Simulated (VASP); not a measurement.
# Pt (P6_3/mmc) in VASP: further runs

Runs on Pt. Level: HSE06. Tasks: single point.

Program: VASP 6.6.1. These are calculated values, not measurements. Logs are shortened: lines on timing, memory, paths and dates and some standing lists are left out, and cuts for length are marked.

## (1) The cell of the first run

It takes space group P6_3/mmc (No. 194, hexagonal). The conventional cell has a = 2.761 Å, b = 2.761 Å, c = 4.792 Å, α = 90.00°, β = 90.00°, γ = 120.00°. Within 3.6 Å of Pt (site symmetry -6m2) lie 12 Pt at 2.76 to 2.88 Å.

This isn't the form of Pt at room conditions, which is fcc.

## (2) Single point, HSE06

Contents of POSCAR:

```
Pt
1.0
    2.7606656158      0.0000000000      0.0000000000
   -1.3803328079      2.3908065546      0.0000000000
    0.0000000000      0.0000000000      4.7921340000
Pt
2
Direct
    0.3333333333      0.6666666667      0.2500000000
    0.6666666667      0.3333333333      0.7500000000
```

Contents of INCAR.step1:

```
  ALGO = Normal
  EDIFF = 1E-5
  ENCUT = 520
  GGA = PE
  ISIF = 2
  ISMEAR = -1
  LASPH = T
  LCHARG = F
  LREAL = F
  LWAVE = T
  NBANDS = 17
  NELM = 80
  PREC = Accurate
  SIGMA = 0.05
```

Contents of INCAR.step2:

```
  ALGO = Normal
  EDIFF = 1E-7
  ENCUT = 520
  GGA = PE
  HFSCREEN = 0.2079
  ISIF = 2
  ISMEAR = -1
  ISTART = 1
  LASPH = T
  LCHARG = F
  LHFCALC = T
  LREAL = F
  LWAVE = F
  NBANDS = 17
  NELM = 80
  PREC = Accurate
  PRECFOCK = Normal
  SIGMA = 0.05
```

Contents of KPOINTS:

```
k-points
0
Gamma
  6 6 4
```

Potentials or basis: VASP PAW PBE potentials, release 64 (Pt).

Started as:

```console
$ cat potpaw_PBE.64/Pt/POTCAR > POTCAR
$ cp INCAR.step1 INCAR
$ mpirun -np 1 vasp_std > vasp.out
$ cp INCAR.step2 INCAR
$ mpirun -np 1 vasp_std > vasp.out
```

OUTCAR:

```text
EDIFF = 1E-7
   ENCUT = 520
   GGA = PE
   HFSCREEN = 0.2079
   ISIF = 2
   ISMEAR = -1
   ISTART = 1
   LASPH = T
   LHFCALC = T
   LREAL = F
   NELM = 80
   PREC = Accurate
   PRECFOCK = Normal

 ion  position               nearest neighbor table
   1  0.333  0.667  0.250-   2 2.88   2 2.88   2 2.88   2 2.88   2 2.88   2 2.88
   2  0.667  0.333  0.750-   1 2.88   1 2.88   1 2.88   1 2.88   1 2.88   1 2.88

  LATTYP: Found a hexagonal cell.
 ALAT       =     2.7606656158
 C/A-ratio  =     1.7358618054

  Lattice vectors:

 A1 = (   2.7606656158,   0.0000000000,   0.0000000000)
 A2 = (  -1.3803328079,   2.3908065546,   0.0000000000)
 A3 = (   0.0000000000,   0.0000000000,   4.7921340000)

Analysis of symmetry for initial positions (statically):
=====================================================================
 Subroutine PRICEL returns:
 Original cell was already a primitive cell.

 Routine SETGRP: Setting up the symmetry group for a
 hexagonal supercell.

 Subroutine GETGRP returns: Found 24 space group operations
 (whereof 12 operations were pure point group operations)
 out of a pool of 24 trial point group operations.

The static configuration has the point symmetry D_3d.
 The point group associated with its full space group is D_6h.

Analysis of symmetry for dynamics (positions and initial velocities):
=====================================================================
 Subroutine PRICEL returns:
 Original cell was already a primitive cell.

 Routine SETGRP: Setting up the symmetry group for a
 hexagonal supercell.

 Subroutine GETGRP returns: Found 24 space group operations
 (whereof 12 operations were pure point group operations)
 out of a pool of 24 trial point group operations.

The dynamic configuration has the point symmetry D_3d.
 The point group associated with its full space group is D_6h.

 Subroutine INISYM returns: Found 24 space group operations
 (whereof 12 operations are pure point group operations),
 and found     1 'primitive' translations

----------------------------------------------------------------------------------------

                                     Primitive cell

  volume of cell :      31.6291

  direct lattice vectors                    reciprocal lattice vectors
[... 85 lines left out ...]
   EDIFFG = 0.1E-05   stopping-criterion for IOM
   NSW    =      0    number of steps for IOM
   IBRION =     -1    ionic relax: 0-MD 1-quasi-New 2-CG
   NFREE  =      0    steps in history (QN), initial steepest desc. (CG)
   ISIF   =      2    stress and relaxation
   ISYM   =      3    0-nonsym 1-usesym 2-fastsym
   POTIM  = 0.5000    time-step for ionic-motion
   TEBEG  =    0.0;   TEEND  =   0.0 temperature during run
   PSTRESS=    0.0 pullay stress
   NELECT =      20.0000    total number of electrons
   NUPDOWN=      -1.0000    fix difference up-down
   EMIN   =  10.00;   EMAX   =-10.00  energy-range for DOS
   EFERMI =   0.00;   METHOD = LEGACY
   ISMEAR =    -1;   SIGMA  =   0.05  broadening in eV -4-tet -1-fermi 0-gaus
   EFERMI_NEDOS =   21; number of points for ismear=-14 and -15
   IALGO  =     38    algorithm
   IMIX   =      1    mixing-type and parameters
     AMIX     =   0.40;   BMIX     =  1.00
     AMIX_MAG =   1.60;   BMIX_MAG =  1.00
  volume/ion in A,a.u.               =      15.81       106.72
  Fermi-wavevector in a.u.,A,eV,Ry     =   1.405149  2.655347 26.863944  1.974444
  Thomas-Fermi vector in A             =   2.527639
   LORBIT       =      0    0 simple, 1 ext, 2 COOP (PROOUT), +10 PAW based schemes
   GGA     = PE    functional components
   LHFCALC =     T    Hartree Fock is set to
   PRECFOCK=normal    Normal, Fast or Accurate (Low or Medium for compatibility)
   ENCUT4O =  -1.0   cutoff for four orbital integrals eV
   NKREDX  =     1    reduce k-point grid by
   NKREDY  =     1    reduce k-point grid by
   NKREDZ  =     1    reduce k-point grid by
   AEXX    =    0.2500 exact exchange contribution
   HFSCREEN=    0.2079 screening length (either q_TF or 0.3 A-1)
   HFSCREENC=   0.2079 screening length for correlation (either q_TF or 0.3 A-1)
   ENCUTFOCK=  -1.0 apply spherical cutoff to Coloumb kernel
   IVDW    =     0    specifies the selected vdW correction
   LEPSILON=     F    determine dielectric tensor
   LRPA    =     F    only Hartree local field effects (RPA)
 non-spin polarized calculation
  energy-cutoff  :      520.00
  volume of cell :       31.63
 maximum number of plane-waves:       864
 NGX is ok and might be reduce to    24
  NGX = 16; NGY = 16; NGZ = 28

 number of electron      20.0000004 magnetization

 Free energy of the ion-electron system (eV)
  ---------------------------------------------------
  ext. energy  EPLUGINS =         0.00000000
  ---------------------------------------------------
  free energy    TOTEN  =       -13.77238719 eV

  energy without entropy =      -13.75613082  energy(sigma->0) =      -13.76425901

 E-fermi :   9.7041     XC(G=0): -10.7477

 val. band max:        9.5136425591   @ k =   0.3333   0.3333   0.5000
 cond. band min:       9.7437701074   @ k =   0.3333   0.1667   0.5000
 fundamental gap:      0.2301275483
 Fermi energy:         9.7041386096

 k-point     1 :       0.0000    0.0000    0.0000
  band No.  band energies     occupation
      1      -0.6336      2.00000
      2       2.0158      2.00000
      3       5.2237      2.00000
      4       5.7932      2.00000
      5       5.7932      2.00000
      6       6.1721      2.00000
[... 397 lines left out ...]
      4       4.6451      2.00000
      5       5.7142      2.00000
      6       5.7142      2.00000
[... 9 lines left out ...]
     16      19.6382      0.00000
     17      28.8640      0.00000

------------------------ aborting loop because EDIFF is reached ----------------------------------------

  FORCE on cell =-STRESS in cart. coord.  units (eV):
  Direction    XX          YY          ZZ          XY          YZ          ZX
  --------------------------------------------------------------------------------------
  -------------------------------------------------------------------------------------
  Total       -1.8601388     -1.8601388     -1.8931573     -0.0000000     -0.0000000      0.0000000
  in kB      -94.2255604    -94.2255604    -95.8981183     -0.0000000     -0.0000000      0.0000000
  external PRESSURE =     -94.7830797 kB  Pullay stress =       0.0000000 kB

 VOLUME and BASIS-vectors are now :
 -----------------------------------------------------------------------------
  energy-cutoff  :      520.00
  volume of cell :       31.63
      direct lattice vectors                 reciprocal lattice vectors
     2.760665616  0.000000000  0.000000000     0.362231483  0.209134444  0.000000000
    -1.380332808  2.390806555  0.000000000     0.000000000  0.418268888  0.000000000
     0.000000000  0.000000000  4.792134000     0.000000000  0.000000000  0.208675300

 POSITION                                       TOTAL-FORCE (eV/Angst)
 -----------------------------------------------------------------------------------
     -0.00000      1.59387      1.19803        -0.000000      0.000000     -0.000000
      1.38033      0.79694      3.59410         0.000000     -0.000000      0.000000
 -----------------------------------------------------------------------------------
    total drift:                               -0.000000      0.000000     -0.000000

  FREE ENERGIE OF THE ION-ELECTRON SYSTEM (eV)
  ---------------------------------------------------
  free  energy   TOTEN  =       -13.7723871924 eV

  energy  without entropy=      -13.7561308195  energy(sigma->0) =      -13.76425901
```

Wall time 78 min (1 thread of Intel Xeon Platinum 8375C at 2.90GHz (Ice Lake), shared host); peak memory 0.27 GiB.

Results:

| Property | Result |
| --- | --- |
| Free energy | -13.7724 eV |
| Pressure | -9.5 GPa |
| Band gap on the k mesh | zero (bands 10 and 11 overlap by 1.91 eV) |

Caveat: the k points lie up to 0.44 Å⁻¹ apart, too coarse for converged energies and pressures of a metal; the PAW data sets were made with another functional, which shifts forces and pressure a little; spin-orbit coupling is left out, which moves the levels of the heavy elements.

## (3) Single point, HSE06

This run uses another cell than the first one, of 15.17 Å³/atom.

Contents of POSCAR:

```
Pt
1.0
    2.7215652729      0.0000000000      0.0000000000
   -1.3607826364      2.3569446644      0.0000000000
    0.0000000000      0.0000000000      4.7283281313
Pt
2
Direct
    0.3333333333      0.6666666667      0.2500000000
    0.6666666667      0.3333333333      0.7500000000
```

Contents of INCAR.step1:

```
PREC = Accurate
ENCUT = 520
EDIFF = 1E-5
ISMEAR = -1
SIGMA = 0.05
LREAL = F
LASPH = T
NELM = 80
ALGO = Normal
ISIF = 2
LWAVE = T
LCHARG = F
NBANDS = 17
GGA = PE
```

Contents of INCAR.step2:

```
PREC = Accurate
ENCUT = 520
EDIFF = 1E-6
ISMEAR = -1
SIGMA = 0.05
LREAL = F
LASPH = T
NELM = 80
ALGO = Normal
ISIF = 2
LWAVE = F
LCHARG = F
GGA = PE
LHFCALC = T
HFSCREEN = 0.2079
PRECFOCK = Normal
NBANDS = 17
ISTART = 1
```

Contents of KPOINTS:

```
Automatic mesh
0
Gamma
  6 6 3
```

Potentials or basis: VASP PAW PBE potentials, release 64 (Pt).

Started as:

```console
$ cat potpaw_PBE.64/Pt/POTCAR > POTCAR
$ cp INCAR.step1 INCAR
$ mpirun -np 1 vasp_std > vasp.out
$ cp INCAR.step2 INCAR
$ mpirun -np 1 vasp_std > vasp.out
```

Run time: 39 min. Hardware: 1 thread of Intel Xeon 8259CL, shared host; peak memory 0.26 GiB.

Results (log left out):

| Item | Value |
| --- | --- |
| Free energy | -13.9198 eV |
| Pressure | 0.3 GPa |
| Band gap on the k mesh | zero (bands 10 and 11 overlap by 1.61 eV) |

Levels at points of the mesh, in eV from the Fermi level:
```tsv
k point	band 8	band 9	band 10	band 11	band 12	band 13	band 14	band 15
(0.00, 0.00, 0.00)	-2.41	-2.41	-0.62	-0.46	-0.46	6.23	16.61	17.23
(0.50, 0.00, 0.00)	-0.29	0.63	0.84	3.02	4.83	8.87	10.25	11.58
```

Caveat: the k points lie up to 0.44 Å⁻¹ apart, too coarse for converged energies and pressures of a metal; the PAW data sets were made with another functional, which shifts forces and pressure a little; spin-orbit coupling is left out, which moves the levels of the heavy elements.

The gap in the log of VASP goes by the Fermi energy; the results here count the filled bands.